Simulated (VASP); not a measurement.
# BiTe (R-3m) in VASP: a series of runs

Runs on BiTe. Level: PBE. Tasks: single point.

Program: VASP 6.6.1. These are calculated values, not measurements. Logs are shortened: lines on timing, memory, paths and dates and some standing lists are left out, and cuts for length are marked.

### Step 1. The cell of the first run

Symmetry: R-3m, No. 166, trigonal system. The conventional cell has a = 5.088 Å, b = 5.088 Å, c = 10.201 Å, α = 90.00°, β = 90.00°, γ = 120.00°. Within 4.5 Å of Bi (site symmetry -3m) lie 6 Te at 3.39 Å and 6 Bi at 4.49 Å. Te (site symmetry -3m) has 6 Bi at 3.39 Å and 6 Te at 4.49 Å within 4.5 Å.

### Step 2. Single point, PBE (strain +0.050 along x and y, +0.025 along z)

Contents of INCAR:

```
ALGO = Normal
EDIFF = 1E-7
ENCUT = 520
GGA = PE
ISIF = 2
ISMEAR = 0
LASPH = T
LCHARG = F
LREAL = F
LWAVE = F
NBANDS = 18
NELM = 80
PREC = Accurate
SIGMA = 0.15
```

Contents of KPOINTS:

```
k-points
0
Gamma
  12 12 12
```

Contents of POSCAR:

```
BiTe
1.0
    2.5438431614      1.4686885340      3.4002242534
   -2.5438431614      1.4686885340      3.4002242534
    0.0000000000     -2.9373770681      3.4002242534
Bi Te
1 1
Direct
    0.5000000000      0.5000000000      0.5000000000
    0.0000000000      0.0000000000      0.0000000000
```

Potentials or basis: VASP PAW PBE potentials, release 64 (Bi_d, Te).

Started as:

```bash
cat potpaw_PBE.64/Bi_d/POTCAR potpaw_PBE.64/Te/POTCAR > POTCAR
mpirun -np 1 vasp_std > vasp.out
```

OUTCAR:

```text
EDIFF = 1E-7
   ENCUT = 520
   GGA = PE
   ISIF = 2
   ISMEAR = 0
   LASPH = T
   LREAL = F
   NELM = 80
   PREC = Accurate

 ion  position               nearest neighbor table
   1  0.500  0.500  0.500-   2 3.39   2 3.39   2 3.39   2 3.39   2 3.39   2 3.39
   2  0.000  0.000  0.000-   1 3.39   1 3.39   1 3.39   1 3.39   1 3.39   1 3.39

  LATTYP: Found a trigonal (rhomboedric) cell.
 ALAT       =     4.4932960077
 COS(alpha) =     0.3589666869

  Lattice vectors:

 A1 = (   2.5438431614,   1.4686885340,   3.4002242534)
 A2 = (  -2.5438431614,   1.4686885340,   3.4002242534)
 A3 = (   0.0000000000,  -2.9373770681,   3.4002242534)

Analysis of symmetry for initial positions (statically):
=====================================================================
 Subroutine PRICEL returns:
 Original cell was already a primitive cell.

 Routine SETGRP: Setting up the symmetry group for a
 trigonal (rhombohedral) supercell.

 Subroutine GETGRP returns: Found 12 space group operations
 (whereof 12 operations were pure point group operations)
 out of a pool of 12 trial point group operations.

The static configuration has the point symmetry D_3d.

Analysis of symmetry for dynamics (positions and initial velocities):
=====================================================================
 Subroutine PRICEL returns:
 Original cell was already a primitive cell.

 Routine SETGRP: Setting up the symmetry group for a
 trigonal (rhombohedral) supercell.

 Subroutine GETGRP returns: Found 12 space group operations
 (whereof 12 operations were pure point group operations)
 out of a pool of 12 trial point group operations.

The dynamic configuration has the point symmetry D_3d.

 Subroutine INISYM returns: Found 12 space group operations
 (whereof 12 operations are pure point group operations),
 and found     1 'primitive' translations

----------------------------------------------------------------------------------------

                                     Primitive cell

  volume of cell :      76.2217

  direct lattice vectors                    reciprocal lattice vectors
     2.543843161  1.468688534  3.400224253     0.196552998  0.113479926  0.098032750
    -2.543843161  1.468688534  3.400224253    -0.196552998  0.113479926  0.098032750
     0.000000000 -2.937377068  3.400224253     0.000000000 -0.226959853  0.098032750

  length of vectors
     4.493296008  4.493296008  4.493296008     0.247227011  0.247227011  0.247227011

  position of ions in fractional coordinates (direct lattice)
     0.500000000  0.500000000  0.500000000
     0.000000000  0.000000000  0.000000000

  ion indices of the primitive-cell ions
   primitive index   ion index
                 1           1
                 2           2

----------------------------------------------------------------------------------------

 KPOINTS: k-points

Automatic generation of k-mesh.
 Grid dimensions read from file:
 generate k-points for:   12   12   12

 Generating k-lattice:

  Cartesian coordinates                     Fractional coordinates (reciprocal lattice)
     0.016379417  0.009456661  0.008169396     0.083333333  0.000000000  0.000000000
    -0.016379417  0.009456661  0.008169396     0.000000000  0.083333333  0.000000000
     0.000000000 -0.018913321  0.008169396    -0.000000000 -0.000000000  0.083333333

  Length of vectors
     0.020602251  0.020602251  0.020602251

  Shift w.r.t. Gamma in fractional coordinates (k-lattice)
     0.000000000  0.000000000  0.000000000

 Subroutine IBZKPT returns following result:
 ===========================================

 Found    189 irreducible k-points:

 Following reciprocal coordinates:
            Coordinates               Weight
  0.000000  0.000000  0.000000      1.000000
  0.083333  0.000000  0.000000      6.000000
  0.166667 -0.000000 -0.000000      6.000000
  0.250000 -0.000000 -0.000000      6.000000
  0.333333 -0.000000 -0.000000      6.000000
  0.416667  0.000000  0.000000      6.000000
[... 16 lines left out ...]
  0.500000  0.166667 -0.000000     12.000000
 -0.416667  0.166667  0.000000     12.000000
 [... further k-points ...]
   k-points           NKPTS =    189   k-points in BZ     NKDIM =    189   number of bands    NBANDS=     18
   number of dos      NEDOS =    301   number of ions     NIONS =      2
   total plane-waves  NPLWV =  46656
   dimension x,y,z NGX =    36 NGY =   36 NGZ =   36
   dimension x,y,z NGXF=    72 NGYF=   72 NGZF=   72
   ions per type =               1   1
   NGX,Y,Z   is equivalent  to a cutoff of  13.32, 13.32, 13.32 a.u.
   NGXF,Y,Z  is equivalent  to a cutoff of  26.64, 26.64, 26.64 a.u.
 SYSTEM =  unknown system
   PREC   = accura    normal or accurate (medium, high low for compatibility)
   ISTART =      0    job   : 0-new  1-cont  2-samecut
   ICHARG =      2    charge: 1-file 2-atom 10-const
   ISPIN  =      1    spin polarized calculation?
   LNONCOLLINEAR =      F non collinear calculations
   LSORBIT =      F    spin-orbit coupling
   LASPH  =      T    aspherical Exc in radial PAW
   ENCUT  =  520.0 eV  38.22 Ry    6.18 a.u.   8.35  8.35  8.35*2*pi/ulx,y,z
   NELM   =     80;   NELMIN=  2; NELMDL= -5     # of ELM steps
   EDIFF  = 0.1E-06   stopping-criterion for ELM
   LREAL  =      F    real-space projection
   EDIFFG = 0.1E-05   stopping-criterion for IOM
   NSW    =      0    number of steps for IOM
   IBRION =     -1    ionic relax: 0-MD 1-quasi-New 2-CG
   NFREE  =      0    steps in history (QN), initial steepest desc. (CG)
   ISIF   =      2    stress and relaxation
   ISYM   =      2    0-nonsym 1-usesym 2-fastsym
   POTIM  = 0.5000    time-step for ionic-motion
   TEBEG  =    0.0;   TEEND  =   0.0 temperature during run
   PSTRESS=    0.0 pullay stress
   NELECT =      21.0000    total number of electrons
   NUPDOWN=      -1.0000    fix difference up-down
   EMIN   =  10.00;   EMAX   =-10.00  energy-range for DOS
   EFERMI =   0.00;   METHOD = LEGACY
   ISMEAR =     0;   SIGMA  =   0.15  broadening in eV -4-tet -1-fermi 0-gaus
   EFERMI_NEDOS =   21; number of points for ismear=-14 and -15
   IALGO  =     38    algorithm
   IMIX   =      4    mixing-type and parameters
     AMIX     =   0.40;   BMIX     =  1.00
     AMIX_MAG =   1.60;   BMIX_MAG =  1.00
  volume/ion in A,a.u.               =      38.11       257.18
  Fermi-wavevector in a.u.,A,eV,Ry     =   1.065258  2.013047 15.439558  1.134776
  Thomas-Fermi vector in A             =   2.200804
   LORBIT       =      0    0 simple, 1 ext, 2 COOP (PROOUT), +10 PAW based schemes
   GGA     = PE    functional components
   LHFCALC =     F    Hartree Fock is set to
   AEXX    =    0.0000 exact exchange contribution
   IVDW    =     0    specifies the selected vdW correction
   LEPSILON=     F    determine dielectric tensor
   LRPA    =     F    only Hartree local field effects (RPA)
 non-spin polarized calculation
 Gauss-broadening in eV      SIGMA  =   0.15
  energy-cutoff  :      520.00
  volume of cell :       76.22
 maximum number of plane-waves:      2079
 NGX is ok and might be reduce to    36
   NGX = 17   NGY = 17   NGZ = 17

 number of electron      21.0000005 magnetization

 Free energy of the ion-electron system (eV)
  ---------------------------------------------------
  ext. energy  EPLUGINS =         0.00000000
  ---------------------------------------------------
  free energy    TOTEN  =        -7.03879210 eV

  energy without entropy =       -7.02210725  energy(sigma->0) =       -7.03044968

 E-fermi :   5.2481     XC(G=0):  -8.9461

 val. band max:        5.2447590568   @ k =  -0.0833   0.3333   0.0833
 cond. band min:       5.2557788446   @ k =  -0.4167   0.1667   0.0000
 fundamental gap:      0.0110197878
 Fermi energy:         5.2480900879

 k-point     1 :       0.0000    0.0000    0.0000
  band No.  band energies     occupation
      1     -17.9528      2.00000
      2     -17.9528      2.00000
      3     -17.9384      2.00000
      4     -17.9384      2.00000
      5     -17.9308      2.00000
      6      -7.4304      2.00000
[... 10 lines left out ...]
     17      12.1033      0.00000
     18      12.1035      0.00000

 k-point     2 :       0.0833    0.0000    0.0000
  band No.  band energies     occupation
      1     -17.9527      2.00000
      2     -17.9527      2.00000
      3     -17.9386      2.00000
      4     -17.9381      2.00000
      5     -17.9308      2.00000
      6      -7.3808      2.00000
[... 10 lines left out ...]
     17      11.9830      0.00000
     18      12.3271      0.00000

 k-point     3 :       0.1667   -0.0000   -0.0000
  band No.  band energies     occupation
      1     -17.9525      2.00000
      2     -17.9524      2.00000
      3     -17.9392      2.00000
      4     -17.9374      2.00000
      5     -17.9306      2.00000
      6      -7.2330      2.00000
[... 10 lines left out ...]
     17      12.1629      0.00000
     18      12.9597      0.00000

 k-point     4 :       0.2500   -0.0000   -0.0000
  band No.  band energies     occupation
      1     -17.9522      2.00000
      2     -17.9521      2.00000
      3     -17.9400      2.00000
      4     -17.9365      2.00000
      5     -17.9301      2.00000
      6      -6.9905      2.00000
[... 375 lines left out ...]
      4     -17.9345      2.00000
      5     -17.9290      2.00000
      6      -6.3779      2.00000
[... 10 lines left out ...]
     17      14.1522      0.00000
     18      14.5568      0.00000

 k-point    23 :       0.5000    0.1667   -0.0000
  band No.  band energies     occupation
      1     -17.9523      2.00000
      2     -17.9510      2.00000
      3     -17.9410      2.00000
      4     -17.9345      2.00000
      5     -17.9287      2.00000
      6      -5.9836      2.00000
[... 10 lines left out ...]
     17      14.4191      0.00000
     18      15.2864      0.00000

 k-point    24 :      -0.4167    0.1667    0.0000
  band No.  band energies     occupation
      1     -17.9519      2.00000
      2     -17.9513      2.00000
      3     -17.9408      2.00000
      4     -17.9348      2.00000
      5     -17.9289      2.00000
      6      -5.8574      2.00000
[... 10 lines left out ...]
     17      13.9057      0.00000
     18      14.8778      0.00000

 [... further k-points ...]

------------------------ aborting loop because EDIFF is reached ----------------------------------------

  FORCE on cell =-STRESS in cart. coord.  units (eV):
  Direction    XX          YY          ZZ          XY          YZ          ZX
  --------------------------------------------------------------------------------------
  -------------------------------------------------------------------------------------
  Total       -2.5046521     -2.5046521     -1.5855362      0.0000000      0.0000000      0.0000000
  in kB      -52.6476691    -52.6476691    -33.3278960      0.0000000      0.0000000      0.0000000
  external PRESSURE =     -46.2077447 kB  Pullay stress =       0.0000000 kB

 VOLUME and BASIS-vectors are now :
 -----------------------------------------------------------------------------
  energy-cutoff  :      520.00
  volume of cell :       76.22
      direct lattice vectors                 reciprocal lattice vectors
     2.543843161  1.468688534  3.400224253     0.196552998  0.113479926  0.098032750
    -2.543843161  1.468688534  3.400224253    -0.196552998  0.113479926  0.098032750
     0.000000000 -2.937377068  3.400224253     0.000000000 -0.226959853  0.098032750

 POSITION                                       TOTAL-FORCE (eV/Angst)
 -----------------------------------------------------------------------------------
      0.00000     -0.00000      5.10034         0.000000      0.000000      0.000000
      0.00000      0.00000      0.00000        -0.000000     -0.000000      0.000000
 -----------------------------------------------------------------------------------
    total drift:                               -0.000000     -0.000000      0.000000

  FREE ENERGIE OF THE ION-ELECTRON SYSTEM (eV)
  ---------------------------------------------------
  free  energy   TOTEN  =        -7.0387921039 eV

  energy  without entropy=       -7.0221072527  energy(sigma->0) =       -7.03044968
```

It took 5.1 min on 1 thread of Intel Xeon 8259CL, shared host; peak memory 0.4 GiB.

Results:

```
Free energy : -7.0388 eV
Pressure    : -4.6 GPa
```

Levels at points of the mesh, in eV from the Fermi level:
```
           k point  band 8  band 9  band 10  band 11  band 12  band 13
(0.00, 0.00, 0.00)   -2.55   -2.55    -1.32     1.61     2.27     2.27
(0.50, 0.00, 0.00)   -1.69   -1.58    -0.94    -0.88    -0.40     0.37
(0.50, 0.50, 0.00)   -4.78   -3.90    -2.73     2.53     2.88     3.06
(0.50, 0.50, 0.50)   -2.08   -2.05    -2.05    -1.40    -1.04    -1.04
```

Caveat: the cell differs from its parent crystal (strain +0.050 along x and y, +0.025 along z); spin-orbit coupling is left out, which moves the levels of the heavy elements.

### Step 3. Single point, PBE (strain +0.050 along x and y, +0.050 along z)

Contents of INCAR:

```
SYSTEM = BiTe
ALGO = Normal
EDIFF = 1E-6
ENCUT = 520
GGA = PE
ISIF = 2
ISMEAR = 0
LASPH = .TRUE.
LCHARG = .FALSE.
LREAL = .FALSE.
LWAVE = .FALSE.
NBANDS = 18
NELM = 80
PREC = Accurate
SIGMA = 0.15
```

Contents of KPOINTS:

```
k-points
0
G
  12 12 12
  0 0 0
```

Contents of POSCAR:

```
BiTe
1.0
    2.5438431614      1.4686885340      3.4831565522
   -2.5438431614      1.4686885340      3.4831565522
    0.0000000000     -2.9373770681      3.4831565522
Bi Te
1 1
Direct
    0.5000000000      0.5000000000      0.5000000000
    0.0000000000      0.0000000000      0.0000000000
```

Potentials or basis: VASP PAW PBE potentials, release 64 (Bi_d, Te).

Started as:

```bash
cat potpaw_PBE.64/Bi_d/POTCAR potpaw_PBE.64/Te/POTCAR > POTCAR
mpirun -np 1 vasp_std > vasp.out
```

Wall time 4.8 min (1 thread of Intel Xeon 8259CL, shared host); peak memory 0.41 GiB.

It converged, with:

```
Free energy : -6.9968 eV
Pressure    : -5.1 GPa
```

Stress tensor (GPa, compression positive):
```
-5.59  0.00  0.00
 0.00 -5.59  0.00
 0.00  0.00 -3.97
```

Levels at points of the mesh, in eV from the Fermi level:
```tsv
k point	band 6	band 7	band 8	band 9	band 10	band 11	band 12	band 13	band 14	band 15
(0.00, 0.00, 0.00)	-12.57	-8.71	-2.47	-2.47	-1.38	1.57	2.14	2.14	4.36	4.36
(0.50, 0.00, 0.00)	-11.01	-10.93	-1.66	-1.58	-1.02	-0.85	-0.41	0.25	6.66	6.71
(0.50, 0.50, 0.00)	-11.21	-9.94	-4.67	-3.76	-2.76	2.52	2.89	2.98	3.68	7.69
(0.50, 0.50, 0.50)	-10.78	-10.65	-2.00	-1.97	-1.97	-1.31	-0.95	-0.95	7.55	8.03
```

Caveat: the cell differs from its parent crystal (strain +0.050 along x and y, +0.050 along z); spin-orbit coupling is left out, which moves the levels of the heavy elements.
